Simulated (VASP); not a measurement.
# Y2MgC2 (P4/mmm) in VASP: further runs, part 2 of 2

VASP 6.6.1. Earlier steps stand in the parts before.

### 3 Relaxation of cell and atoms, PBE

INCAR reads:

```
SYSTEM = Y2MgC2
ALGO = Normal
EDIFF = 1E-6
EDIFFG = -0.01
ENCUT = 600
GGA = PE
IBRION = 2
ISIF = 3
ISMEAR = 0
LASPH = .TRUE.
LCHARG = .FALSE.
LREAL = .FALSE.
LWAVE = .FALSE.
NELM = 100
NSW = 100
PREC = Accurate
SIGMA = 0.1
```

KPOINTS reads:

```
k-points
0
G
  8 8 10
  0 0 0
```

POSCAR reads:

```
Y2MgC2
1.0
    5.5121847215      0.0000000000      0.0000000000
    0.0000000000      5.5121847215      0.0000000000
    0.0000000000      0.0000000000      3.9879885467
Y Mg C
2 1 2
Direct
    0.5000000000      0.0000000000      0.0000000000
    0.0000000000      0.5000000000      0.0000000000
    0.0000000000      0.0000000000      0.0000000000
    0.5000000000      0.5000000000      0.3405762921
    0.5000000000      0.5000000000      0.6594237079
```

Potentials or basis: VASP PAW PBE potentials, release 64 (Y_sv, Mg, C).

On the command line:

```
> cat potpaw_PBE.64/Y_sv/POTCAR potpaw_PBE.64/Mg/POTCAR potpaw_PBE.64/C/POTCAR > POTCAR
> mpirun -np 1 vasp_std > vasp.out
```

OUTCAR:

```text
SYSTEM = Y2MgC2
   EDIFF = 1E-6
   EDIFFG = -0.01
   ENCUT = 600
   GGA = PE
   IBRION = 2
   ISIF = 3
   ISMEAR = 0
   LASPH = .TRUE.
   LREAL = .FALSE.
   NELM = 100
   NSW = 100
   PREC = Accurate

 ion  position               nearest neighbor table
   1  0.500  0.000  0.000-   3 2.76   3 2.76   5 3.07   4 3.07   5 3.07   4 3.07   2 3.90   2 3.90
                             2 3.90   2 3.90
   2  0.000  0.500  0.000-   3 2.76   3 2.76   5 3.07   4 3.07   4 3.07   5 3.07   1 3.90   1 3.90
                             1 3.90   1 3.90
   3  0.000  0.000  0.000-   1 2.76   2 2.76   2 2.76   1 2.76
   4  0.500  0.500  0.341-   5 1.27   2 3.07   1 3.07   1 3.07   2 3.07
   5  0.500  0.500  0.659-   4 1.27   2 3.07   1 3.07   1 3.07   2 3.07

  LATTYP: Found a simple tetragonal cell.
 ALAT       =     5.5121847215
 C/A-ratio  =     0.7234860129

  Lattice vectors:

 A1 = (   5.5121847215,   0.0000000000,   0.0000000000)
 A2 = (   0.0000000000,   5.5121847215,   0.0000000000)
 A3 = (   0.0000000000,   0.0000000000,   3.9879885467)

Analysis of symmetry for initial positions (statically):
=====================================================================
 Subroutine PRICEL returns:
 Original cell was already a primitive cell.

 Routine SETGRP: Setting up the symmetry group for a
 simple tetragonal supercell.

 Subroutine GETGRP returns: Found 16 space group operations
 (whereof 16 operations were pure point group operations)
 out of a pool of 16 trial point group operations.

The static configuration has the point symmetry D_4h.

Analysis of symmetry for dynamics (positions and initial velocities):
=====================================================================
 Subroutine PRICEL returns:
 Original cell was already a primitive cell.

 Routine SETGRP: Setting up the symmetry group for a
 simple tetragonal supercell.

 Subroutine GETGRP returns: Found 16 space group operations
 (whereof 16 operations were pure point group operations)
[... 146 lines left out ...]
   NGX = 23   NGY = 23   NGZ = 15

--------------------------------------- Ionic step        1  -------------------------------------------

 number of electron      32.0000002 magnetization

 Free energy of the ion-electron system (eV)
  ---------------------------------------------------
  ext. energy  EPLUGINS =         0.00000000
  ---------------------------------------------------
  free energy    TOTEN  =       -27.21098012 eV

  energy without entropy =      -27.18931956  energy(sigma->0) =      -27.20014984

------------------------ aborting loop because EDIFF is reached ----------------------------------------

  FORCE on cell =-STRESS in cart. coord.  units (eV):
  Direction    XX          YY          ZZ          XY          YZ          ZX
  --------------------------------------------------------------------------------------
  -------------------------------------------------------------------------------------
  Total       -0.1524457     -0.1524457      0.1659846      0.0000000      0.0000000      0.0000000
  in kB       -2.0156924     -2.0156924      2.1947085      0.0000000      0.0000000      0.0000000
  external PRESSURE =      -0.6122254 kB  Pullay stress =       0.0000000 kB
[... 98 lines left out ...]
  FREE ENERGIE OF THE ION-ELECTRON SYSTEM (eV)
  ---------------------------------------------------
  free  energy   TOTEN  =       -27.2111637374 eV

  energy  without entropy=      -27.1895316787  energy(sigma->0) =      -27.20034771

[... ionic steps 4 to 7 ...]

--------------------------------------- Ionic step        8  -------------------------------------------

 number of electron      32.0000002 magnetization

------------------------ aborting loop because EDIFF is reached ----------------------------------------
[... 73 lines left out ...]
--------------------------------------- Ionic step       10  -------------------------------------------

 number of electron      32.0000002 magnetization

 Free energy of the ion-electron system (eV)
  ---------------------------------------------------
  ext. energy  EPLUGINS =         0.00000000
  ---------------------------------------------------
  free energy    TOTEN  =       -27.21148708 eV

  energy without entropy =      -27.19017516  energy(sigma->0) =      -27.20083112

 E-fermi :   2.5077     XC(G=0):  -8.8560

 val. band max:        2.5073150288   @ k =   0.5000   0.2500   0.4000
 cond. band min:       2.5134651093   @ k =   0.0000   0.0000   0.3000
 fundamental gap:      0.0061500806
 Fermi energy:         2.5077234927

 k-point     1 :       0.0000    0.0000    0.0000
  band No.  band energies     occupation
      1     -40.9849      2.00000
      2     -40.9700      2.00000
      3     -21.0402      2.00000
      4     -21.0168      2.00000
      5     -20.9663      2.00000
      6     -20.9663      2.00000
[... 541 lines left out ...]
     19       3.7389      0.00000
     20       3.8282      0.00000

 [... further k-points ...]
[... 5 lines left out ...]
  --------------------------------------------------------------------------------------
  -------------------------------------------------------------------------------------
  Total       -0.0134188     -0.0134188     -0.0115945      0.0000000      0.0000000      0.0000000
  in kB       -0.1778617     -0.1778617     -0.1536815      0.0000000      0.0000000      0.0000000
  external PRESSURE =      -0.1698017 kB  Pullay stress =       0.0000000 kB
[... 20 lines left out ...]
  FREE ENERGIE OF THE ION-ELECTRON SYSTEM (eV)
  ---------------------------------------------------
  free  energy   TOTEN  =       -27.2114870792 eV

  energy  without entropy=      -27.1901751637  energy(sigma->0) =      -27.20083112

 reached required accuracy - stopping structural energy minimisation
```

CONTCAR:

```text
Y2MgC2
   1.00000000000000
     5.4997309547255764    0.0000000000000000    0.0000000000000000
     0.0000000000000000    5.4997309547255764    0.0000000000000000
     0.0000000000000000   -0.0000000000000000    3.9963026410873064
  Y               Mg              C
     2     1     2
Direct
     0.5000000000000000    1.0000000000000000    1.0000000000000000
     0.0000000000000000    0.5000000000000000    1.0000000000000000
     0.0000000000000000    1.0000000000000000    1.0000000000000000
     0.5000000000000000    0.5000000000000000    0.3406509564385337
     0.5000000000000000    0.5000000000000000    0.6593490435614662

  0.00000000E+00  0.00000000E+00  0.00000000E+00
  0.00000000E+00  0.00000000E+00  0.00000000E+00
  0.00000000E+00  0.00000000E+00  0.00000000E+00
  0.00000000E+00  0.00000000E+00  0.00000000E+00
  0.00000000E+00  0.00000000E+00  0.00000000E+00
```

Wall time 13 min (1 thread of Intel Xeon Platinum 8488C (Sapphire Rapids), shared host); peak memory 0.5 GiB.

What came out:

- Free energy: -27.2115 eV
- Relaxed volume: 24.18 Å³/atom
- Relaxed cell: a = 5.500 Å, b = 5.500 Å, c = 3.996 Å, α = 90.00°, β = 90.00°, γ = 90.00°
- Space group after relaxing (to 0.05 Å): P4/mmm (No. 123)
- Energy gained by relaxing: 0.1 meV/atom
- Ionic steps: 10
- Pressure after relaxing: 0.0 GPa
- Largest force after relaxing: 0.005 eV/Å
- Band gap on the k mesh: zero (band 16 reaches 2.69 eV, above the bottom of band 17 at 1.83 eV)

Forces in eV/Å, atoms in the order of the input:
```
Y    0.000  0.000  0.000
Y    0.000  0.000  0.000
Mg   0.000  0.000  0.000
C    0.000  0.000 -0.005
C    0.000  0.000  0.005
```

Step by step:
```
step  energy change (eV)  largest force (eV/Å)  pressure (GPa)  volume (Å³)
   1              0.0000                0.1239           -0.06       121.17
   2              0.0044                0.7949           -0.49       121.01
   3             -0.0002                0.0331           -0.14       121.15
   4             -0.0005                0.0184           -0.02       120.80
   5             -0.0005                0.0143            0.02       120.68
   6             -0.0005                0.0432            0.05       120.72
   7             -0.0005                0.0207            0.02       120.70
   8             -0.0005                0.0190            0.03       120.72
   9             -0.0005                0.0143            0.02       120.77
  10             -0.0005                0.0050           -0.02       120.88
```

Final structure:
```xyz
5
Lattice="5.4997 0.0000 0.0000 0.0000 5.4997 0.0000 0.0000 0.0000 3.9963" Properties=species:S:1:pos:R:3 pbc="T T T"
Y     2.7499    5.4997    3.9963
Y     0.0000    2.7499    3.9963
Mg    0.0000    5.4997    3.9963
C     2.7499    2.7499    1.3613
C     2.7499    2.7499    2.6350
```

Levels at points of the mesh, in eV from the Fermi level:
| k point | band 14 | band 15 | band 16 | band 17 | band 18 | band 19 |
| --- | --- | --- | --- | --- | --- | --- |
| (0.00, 0.00, 0.00) | -3.59 | -0.46 | -0.39 | -0.07 | 1.18 | 1.18 |
| (0.50, 0.00, 0.00) | -2.71 | -1.27 | -0.17 | 0.28 | 0.31 | 1.38 |
| (0.50, 0.50, 0.00) | -2.49 | -0.96 | -0.96 | 0.24 | 0.24 | 0.99 |
| (0.00, 0.00, 0.50) | -1.33 | -0.08 | 0.19 | 0.66 | 0.66 | 1.36 |
| (0.50, 0.00, 0.50) | -1.20 | -0.65 | -0.17 | 0.30 | 0.32 | 0.43 |
| (0.50, 0.50, 0.50) | -1.49 | -1.49 | -1.39 | -0.68 | 0.72 | 0.72 |

### 4 Single point, PBE, collinear spin, ferromagnetic start

INCAR reads:

```
ALGO = Normal ; EDIFF = 1E-6
ENCUT = 520 ; GGA = PE
ISIF = 2 ; ISMEAR = 0
ISPIN = 2 ; LASPH = True
LCHARG = False ; LMAXMIX = 4
LORBIT = 11 ; LREAL = False
LWAVE = False ; MAGMOM = 0 0 0 1 1
NBANDS = 28 ; NELM = 150
PREC = Accurate ; SIGMA = 0.1
```

KPOINTS reads:

```
k-points
0
Gamma
  4 4 4
```

POSCAR is that of step 3.

On the command line:

```
> cat potpaw_PBE.64/Y_sv/POTCAR potpaw_PBE.64/Mg/POTCAR potpaw_PBE.64/C/POTCAR > POTCAR
> mpirun -np 1 vasp_std > vasp.out
```

Wall time 2 min (1 thread of Intel Xeon Platinum 8488C (Sapphire Rapids), shared host); peak memory 0.32 GiB.

Results (log left out):

| Property | Result |
| --- | --- |
| Free energy | -27.1719 eV |
| Pressure | 0.1 GPa |
| Largest force | 0.117 eV/Å |
| Band gap on the k mesh | zero (filled and empty bands overlap) |
| Net moment | 0.00 μB per cell |
| Valence electrons inside the program's atomic spheres | Y 9.31; Mg 0.49; C 2.45 |

Forces in eV/Å, atoms in the order of the input:
```
Y    0.000  0.000  0.000
Y    0.000  0.000  0.000
Mg   0.000  0.000  0.000
C    0.000  0.000 -0.117
C    0.000  0.000  0.117
```

Levels at points of the mesh, in eV from the Fermi level:
Spin up:
```
           k point  band 12  band 13  band 14  band 15  band 16  band 17  band 18  band 19  band 20  band 21
(0.00, 0.00, 0.00)    -3.70    -3.55    -3.55    -0.42    -0.37    -0.07     1.24     1.24     1.85     1.85
(0.50, 0.00, 0.00)    -3.84    -3.61    -2.70    -1.27    -0.15     0.29     0.31     1.41     1.59     1.63
(0.50, 0.50, 0.00)    -3.97    -3.82    -2.50    -0.94    -0.94     0.24     0.24     1.04     2.75     2.75
(0.00, 0.00, 0.50)    -3.55    -3.04    -1.30    -0.03     0.21     0.67     0.67     1.40     1.40     2.46
(0.50, 0.00, 0.50)    -3.44    -2.36    -1.14    -0.65    -0.15     0.33     0.35     0.48     0.63     2.03
(0.50, 0.50, 0.50)    -3.23    -1.75    -1.45    -1.45    -1.32    -0.67     0.76     0.76     2.04     2.17
```
Spin down:
```tsv
k point	band 13	band 14	band 15	band 16	band 17	band 18	band 19	band 20
(0.00, 0.00, 0.00)	-3.55	-3.55	-0.42	-0.37	-0.07	1.24	1.24	1.85
(0.50, 0.00, 0.00)	-3.61	-2.70	-1.27	-0.15	0.29	0.31	1.41	1.59
(0.50, 0.50, 0.00)	-3.82	-2.50	-0.94	-0.94	0.24	0.24	1.04	2.75
(0.00, 0.00, 0.50)	-3.04	-1.30	-0.03	0.21	0.67	0.67	1.40	1.40
(0.50, 0.00, 0.50)	-2.36	-1.14	-0.65	-0.15	0.33	0.35	0.48	0.63
(0.50, 0.50, 0.50)	-1.75	-1.45	-1.45	-1.32	-0.67	0.76	0.76	2.04
```

Caveat: the k points lie up to 0.39 Å⁻¹ apart.

### 5 The runs side by side

| task | spin | cell | k mesh | cutoff (eV) | gap on the mesh (eV) | pressure (GPa) | largest force (eV/Å) |
| --- | --- | --- | --- | --- | --- | --- | --- |
| single point | off | a = 5.499, b = 5.499, c = 4.001 Å, 5 atoms | 8 × 8 × 10 | 520 | none | 0.0 | 0.10 |
| relaxation of cell and atoms | off | relaxed from a = 5.512, b = 5.512, c = 3.988 Å, 5 atoms | 8 × 8 × 10 | 600 | none | 0.0 | 0.01 |
| single point | collinear, ferromagnetic start | a = 5.512, b = 5.512, c = 3.988 Å, 5 atoms | 4 × 4 × 4 | 520 | none | 0.1 | 0.12 |

Alike in all rows: level PBE; potentials or basis VASP PAW PBE potentials, release 64 (Y_sv, Mg, C); smearing gaussian 0.1 eV.

Caveats: some runs use coarse meshes.

Total energies depend on the potentials used, so only differences within one code and one set of settings carry meaning.
